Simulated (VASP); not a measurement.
Runs of VASP 6.6.1 on Ag. The structure is that of space group Fm-3m (No. 225), or close to it. The cells are those of the table. 

```tsv
cell	gap on the mesh (eV)	pressure (GPa)
a = 2.923 Å, angles 60.0°, 1 atom	none	(a)
a = 2.747 Å, angles 60.0°, 1 atom	none	21.5
a = 2.778 Å, angles 60.0°, 1 atom	none	14.4
a = 2.895 Å, angles 60.0°, 1 atom	none	-3.4
a = 2.808 Å, angles 60.0°, 1 atom	none	8.5
a = 2.838 Å, angles 60.0°, 1 atom	none	3.7
a = 2.889 Å, angles 60.0°, 1 atom	none	(b)
a = 2.959 Å, angles 60.0°, 1 atom	none	(c)
```

Alike in all rows: task single point; level PBEsol; potentials or basis VASP PAW PBE potentials, release 64 (Ag); no spin polarisation; k mesh 18 × 18 × 18; cutoff (eV) 520; smearing gaussian 0.1 eV.

Question: Estimate the missing entries.

Answer: (a) -6.1; (b) -2.7; (c) -8.8.

Caveats: the PAW data sets were made with another functional, which shifts forces and pressure a little.

A k mesh can miss the band edges, and the runs leave out spin-orbit coupling on Ag.

A gap of «none» marks levels without a gap at the run's occupations.
